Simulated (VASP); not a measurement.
# BP (F-43m) in VASP: further runs, part 2 of 2

VASP 6.6.1.

**3. Single point, PBE**

Contents of INCAR:

```
PREC = Accurate
ENCUT = 520
EDIFF = 1E-7
ISMEAR = 0
SIGMA = 0.026000000000000002
LREAL = False
LASPH = True
NELM = 60
ALGO = Normal
ISIF = 2
LWAVE = False
LCHARG = True
GGA = PE
LELF = True
LVHAR = True
NBANDS = 11
```

Contents of KPOINTS:

```
Automatic mesh
0
Gamma
  10 10 10
```

Contents of POSCAR:

```
BP
1.0
    0.0000000000      2.2690000000      2.2690000000
    2.2690000000      0.0000000000      2.2690000000
    2.2690000000      2.2690000000      0.0000000000
P B
1 1
Direct
    0.7500000000      0.7500000000      0.7500000000
    0.0000000000      0.0000000000      0.0000000000
```

Potentials or basis: VASP PAW PBE potentials, release 64 (P, B).

Launch:

```sh
cat potpaw_PBE.64/P/POTCAR potpaw_PBE.64/B/POTCAR > POTCAR
mpirun -np 1 vasp_std > vasp.out
```

OUTCAR:

```text
PREC = Accurate
   ENCUT = 520
   EDIFF = 1E-7
   ISMEAR = 0
   LREAL = False
   LASPH = True
   NELM = 60
   ISIF = 2
   GGA = PE

 ion  position               nearest neighbor table
   1  0.750  0.750  0.750-   2 1.97   2 1.97   2 1.97   2 1.97
   2  0.000  0.000  0.000-   1 1.97   1 1.97   1 1.97   1 1.97

  LATTYP: Found a face centered cubic cell.
 ALAT       =     4.5380000000

  Lattice vectors:

 A1 = (   0.0000000000,   2.2690000000,   2.2690000000)
 A2 = (   2.2690000000,   0.0000000000,   2.2690000000)
 A3 = (   2.2690000000,   2.2690000000,   0.0000000000)

Analysis of symmetry for initial positions (statically):
=====================================================================
 Subroutine PRICEL returns:
 Original cell was already a primitive cell.

 Routine SETGRP: Setting up the symmetry group for a
 face centered cubic supercell.

 Subroutine GETGRP returns: Found 24 space group operations
 (whereof 24 operations were pure point group operations)
 out of a pool of 48 trial point group operations.

The static configuration has the point symmetry T_d .

Analysis of symmetry for dynamics (positions and initial velocities):
=====================================================================
 Subroutine PRICEL returns:
 Original cell was already a primitive cell.

 Routine SETGRP: Setting up the symmetry group for a
 face centered cubic supercell.

 Subroutine GETGRP returns: Found 24 space group operations
 (whereof 24 operations were pure point group operations)
 out of a pool of 48 trial point group operations.

The dynamic configuration has the point symmetry T_d .

 Subroutine INISYM returns: Found 24 space group operations
 (whereof 24 operations are pure point group operations),
 and found     1 'primitive' translations

----------------------------------------------------------------------------------------

                                     Primitive cell

  volume of cell :      23.3633

  direct lattice vectors                    reciprocal lattice vectors
     0.000000000  2.269000000  2.269000000    -0.220361393  0.220361393  0.220361393
     2.269000000  0.000000000  2.269000000     0.220361393 -0.220361393  0.220361393
     2.269000000  2.269000000  0.000000000     0.220361393  0.220361393 -0.220361393

  length of vectors
     3.208850573  3.208850573  3.208850573     0.381677128  0.381677128  0.381677128

  position of ions in fractional coordinates (direct lattice)
     0.750000000  0.750000000  0.750000000
     0.000000000  0.000000000  0.000000000

  ion indices of the primitive-cell ions
   primitive index   ion index
                 1           1
                 2           2

----------------------------------------------------------------------------------------

 KPOINTS: Automatic mesh

Automatic generation of k-mesh.
 Grid dimensions read from file:
 generate k-points for:   10   10   10

 Generating k-lattice:

  Cartesian coordinates                     Fractional coordinates (reciprocal lattice)
    -0.022036139  0.022036139  0.022036139     0.100000000  0.000000000  0.000000000
     0.022036139 -0.022036139  0.022036139     0.000000000  0.100000000  0.000000000
     0.022036139  0.022036139 -0.022036139     0.000000000  0.000000000  0.100000000

  Length of vectors
     0.038167713  0.038167713  0.038167713

  Shift w.r.t. Gamma in fractional coordinates (k-lattice)
     0.000000000  0.000000000  0.000000000

 Subroutine IBZKPT returns following result:
 ===========================================

 Found     47 irreducible k-points:

 Following reciprocal coordinates:
            Coordinates               Weight
  0.000000  0.000000  0.000000      1.000000
  0.100000  0.000000  0.000000      8.000000
  0.200000  0.000000  0.000000      8.000000
  0.300000  0.000000  0.000000      8.000000
  0.400000  0.000000  0.000000      8.000000
  0.500000  0.000000  0.000000      4.000000
[... 16 lines left out ...]
  0.300000  0.300000  0.000000      6.000000
  0.400000  0.300000  0.000000     24.000000
 [... further k-points ...]
   k-points           NKPTS =     47   k-points in BZ     NKDIM =     47   number of bands    NBANDS=     11
   number of dos      NEDOS =    301   number of ions     NIONS =      2
   total plane-waves  NPLWV =  13824
   dimension x,y,z NGX =    24 NGY =   24 NGZ =   24
   dimension x,y,z NGXF=    48 NGYF=   48 NGZF=   48
   ions per type =               1   1
   NGX,Y,Z   is equivalent  to a cutoff of  12.43, 12.43, 12.43 a.u.
   NGXF,Y,Z  is equivalent  to a cutoff of  24.87, 24.87, 24.87 a.u.
 SYSTEM =  unknown system
   PREC   = accura    normal or accurate (medium, high low for compatibility)
   ISTART =      0    job   : 0-new  1-cont  2-samecut
   ICHARG =      2    charge: 1-file 2-atom 10-const
   ISPIN  =      1    spin polarized calculation?
   LNONCOLLINEAR =      F non collinear calculations
   LSORBIT =      F    spin-orbit coupling
   LASPH  =      T    aspherical Exc in radial PAW
   ENCUT  =  520.0 eV  38.22 Ry    6.18 a.u.   5.97  5.97  5.97*2*pi/ulx,y,z
   NELM   =     60;   NELMIN=  2; NELMDL= -5     # of ELM steps
   EDIFF  = 0.1E-06   stopping-criterion for ELM
   LREAL  =      F    real-space projection
   EDIFFG = 0.1E-05   stopping-criterion for IOM
   NSW    =      0    number of steps for IOM
   IBRION =     -1    ionic relax: 0-MD 1-quasi-New 2-CG
   NFREE  =      0    steps in history (QN), initial steepest desc. (CG)
   ISIF   =      2    stress and relaxation
   ISYM   =      2    0-nonsym 1-usesym 2-fastsym
   POTIM  = 0.5000    time-step for ionic-motion
   TEBEG  =    0.0;   TEEND  =   0.0 temperature during run
   PSTRESS=    0.0 pullay stress
   NELECT =       8.0000    total number of electrons
   NUPDOWN=      -1.0000    fix difference up-down
   EMIN   =  10.00;   EMAX   =-10.00  energy-range for DOS
   EFERMI =   0.00;   METHOD = LEGACY
   ISMEAR =     0;   SIGMA  =   0.03  broadening in eV -4-tet -1-fermi 0-gaus
   EFERMI_NEDOS =   21; number of points for ismear=-14 and -15
   IALGO  =     38    algorithm
   IMIX   =      4    mixing-type and parameters
     AMIX     =   0.40;   BMIX     =  1.00
     AMIX_MAG =   1.60;   BMIX_MAG =  1.00
  volume/ion in A,a.u.               =      11.68        78.83
  Fermi-wavevector in a.u.,A,eV,Ry     =   1.145320  2.164342 17.847562  1.311759
  Thomas-Fermi vector in A             =   2.282009
   LORBIT       =      0    0 simple, 1 ext, 2 COOP (PROOUT), +10 PAW based schemes
   GGA     = PE    functional components
   LHFCALC =     F    Hartree Fock is set to
   AEXX    =    0.0000 exact exchange contribution
   IVDW    =     0    specifies the selected vdW correction
   LEPSILON=     F    determine dielectric tensor
   LRPA    =     F    only Hartree local field effects (RPA)
 non-spin polarized calculation
 Gauss-broadening in eV      SIGMA  =   0.03
  energy-cutoff  :      520.00
  volume of cell :       23.36
 maximum number of plane-waves:       639
   NGX = 11   NGY = 11   NGZ = 11

 number of electron       8.0000000 magnetization

 Free energy of the ion-electron system (eV)
  ---------------------------------------------------
  ext. energy  EPLUGINS =         0.00000000
  ---------------------------------------------------
  free energy    TOTEN  =       -12.93048089 eV

  energy without entropy =      -12.93048089  energy(sigma->0) =      -12.93048089

 E-fermi :   7.5675     XC(G=0): -10.9072

 val. band max:        7.4328441334   @ k =   0.0000   0.0000   0.0000
 cond. band min:       8.6721193264   @ k =   0.4000   0.4000   0.0000
 fundamental gap:      1.2392751930
 Fermi energy:         7.5675237514

 k-point     1 :       0.0000    0.0000    0.0000
  band No.  band energies     occupation
      1      -8.0276      2.00000
      2       7.4328      2.00000
      3       7.4328      2.00000
      4       7.4328      2.00000
      5      10.8335      0.00000
      6      10.8335      0.00000
      7      10.8335      0.00000
      8      14.8071      0.00000
      9      18.9457      0.00000
     10      19.5615      0.00000
     11      19.5615      0.00000
[... 309 lines left out ...]
 k-point    24 :       0.4000    0.3000    0.0000
  band No.  band energies     occupation
      1      -5.0880      2.00000
      2       1.2727      2.00000
      3       3.3844      2.00000
      4       3.9176      2.00000
      5       9.2444      0.00000
      6      11.0561      0.00000
      7      16.9122      0.00000
      8      16.9205      0.00000
      9      21.4338      0.00000
     10      22.6947      0.00000
     11      24.4913      0.00000

 [... further k-points ...]

------------------------ aborting loop because EDIFF is reached ----------------------------------------

  FORCE on cell =-STRESS in cart. coord.  units (eV):
  Direction    XX          YY          ZZ          XY          YZ          ZX
  --------------------------------------------------------------------------------------
  -------------------------------------------------------------------------------------
  Total        0.1310547      0.1310547      0.1310547     -0.0000000     -0.0000000      0.0000000
  in kB        8.9873081      8.9873081      8.9873081     -0.0000000     -0.0000000      0.0000000
  external PRESSURE =       8.9873081 kB  Pullay stress =       0.0000000 kB

 VOLUME and BASIS-vectors are now :
 -----------------------------------------------------------------------------
  energy-cutoff  :      520.00
  volume of cell :       23.36
      direct lattice vectors                 reciprocal lattice vectors
     0.000000000  2.269000000  2.269000000    -0.220361393  0.220361393  0.220361393
     2.269000000  0.000000000  2.269000000     0.220361393 -0.220361393  0.220361393
     2.269000000  2.269000000  0.000000000     0.220361393  0.220361393 -0.220361393

 POSITION                                       TOTAL-FORCE (eV/Angst)
 -----------------------------------------------------------------------------------
      3.40350      3.40350      3.40350        -0.000000     -0.000000      0.000000
      0.00000      0.00000      0.00000         0.000000      0.000000     -0.000000
 -----------------------------------------------------------------------------------
    total drift:                               -0.000000     -0.000000     -0.000000

  FREE ENERGIE OF THE ION-ELECTRON SYSTEM (eV)
  ---------------------------------------------------
  free  energy   TOTEN  =       -12.9304808862 eV

  energy  without entropy=      -12.9304808862  energy(sigma->0) =      -12.93048089
```

stdout:

```text
POSCAR found type information on POSCAR P B
 POSCAR found :  2 types and       2 ions
 scaLAPACK will be used
 LDA part: xc-table for (Slater+PW92), standard interpolation
 POSCAR, INCAR and KPOINTS ok, starting setup
 FFT: planning ... GRIDC
 FFT: planning ... GRID_SOFT
 FFT: planning ... GRID
 WAVECAR not read
 entering main loop
```

Run time: 8.1 s. Hardware: 1 thread of Intel Xeon Platinum 8488C (Sapphire Rapids), shared host; peak memory 0.14 GiB.

Results:

```yaml
Free_energy: -12.9305 eV
Pressure: 0.9 GPa
Band_gap_on_the_k_mesh: 1.24 eV (least direct gap 3.40 eV)
```

Levels at points of the mesh, in eV from the valence-band top:
```tsv
k point	band 1	band 2	band 3	band 4	band 5	band 6	band 7	band 8	band 9
(0.00, 0.00, 0.00)	-15.46	0.00	0.00	0.00	3.40	3.40	3.40	7.37	11.51
(0.50, 0.00, 0.00)	-12.14	-9.03	-1.76	-1.76	3.78	4.71	4.71	10.13	14.63
(0.50, 0.50, 0.00)	-10.61	-8.58	-4.11	-4.11	1.33	1.66	12.12	12.12	15.23
```

A k mesh can miss the band edges.
